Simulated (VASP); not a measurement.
Wanted: the native input for a VASP 6.6.1 run.

- Task: single point
- Functional: PBE
- Potentials or basis: VASP PAW PBE potentials, release 64 (Be)
- Cutoff: 520 eV
- k mesh: 24 × 24 × 24
- Occupations: gaussian, width 0.1 eV
- Spin: no spin polarisation
- Dipole correction: no
- Further INCAR settings: ALGO = Fast; EDIFF = 1e-06; NBANDS = 12

The structure of Be lies in POSCAR:

```
Be
1.0
    1.1256030999      0.6498672527      7.1924992977
   -1.1256030999      0.6498672527      7.1924992977
    0.0000000000     -1.2997345055      7.1924992977
Be
4
Direct
    0.2090876289      0.2090876289      0.2090876289
    0.7909123711      0.7909123711      0.7909123711
    0.3742768033      0.3742768033      0.3742768033
    0.6257231967      0.6257231967      0.6257231967
```

The input as run:

INCAR

```
PREC = Accurate
ENCUT = 520
EDIFF = 1E-6
ISMEAR = 0
SIGMA = 0.1
LREAL = False
LASPH = True
NELM = 80
ALGO = Fast
ISIF = 2
LWAVE = False
LCHARG = False
GGA = PE
NBANDS = 12
```

KPOINTS

```
regular mesh
0
Gamma
  24 24 24
```

Potentials or basis: VASP PAW PBE potentials, release 64 (Be).

Run with:

```bash
$ cat potpaw_PBE.64/Be/POTCAR > POTCAR
$ mpirun -np 1 vasp_std > vasp.out
```

Results of the run:

```
Pressure               : 0.1 GPa
Band gap on the k mesh : zero (bands 4 and 5 overlap by 2.09 eV)
```

Wall time 22 min on 1 thread of Intel(R) Xeon(R) 6975P-C (Granite Rapids) (shared host), peak memory 0.68 GiB.
